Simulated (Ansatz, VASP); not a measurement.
# B2Te: VASP beside Ansatz

```
CELL_PARAMETERS angstrom
4.65271 0.00000 0.00000
0.00000 4.65271 0.00000
0.00000 0.00000 2.74924
ATOMIC_POSITIONS crystal
B 0.00000 0.50000 0.00000
B 0.50000 0.00000 0.00000
Te 0.00000 0.00000 0.00000
```

Alike in both runs: functional PBE; k mesh 10 × 10 × 16; occupations gaussian, width 0.1 eV; no spin polarisation.

Ansatz relaxed the structure, and its values are those at the end. VASP's run is a single point on that final structure, the one shown.

|  | VASP | Ansatz |
| --- | --- | --- |
| version | VASP 6.6.1 | Ansatz 0.2.0 |
| potentials or method | VASP PAW PBE potentials, release 64 (B, Te), cutoff 520 eV | scalar-relativistic, plane waves, PAW |
| valence electrons in the cell | 12 | 22 |

|  | VASP | Ansatz | Ansatz less VASP |
| --- | --- | --- | --- |
| gap on the k mesh at the Fermi level (eV) | none | none | - |
| pressure (GPa) | 0.1 | 0.0 | -0.13 |

A gap of «none» marks a metal or a gap that the smearing closes. With one functional, cell and mesh, what is left measures potentials, basis and numerics. VASP's potentials hold 12 valence electrons a cell and Ansatz's 22, so a difference there can come from the potentials and not from the codes.

Spin-orbit coupling is off throughout.
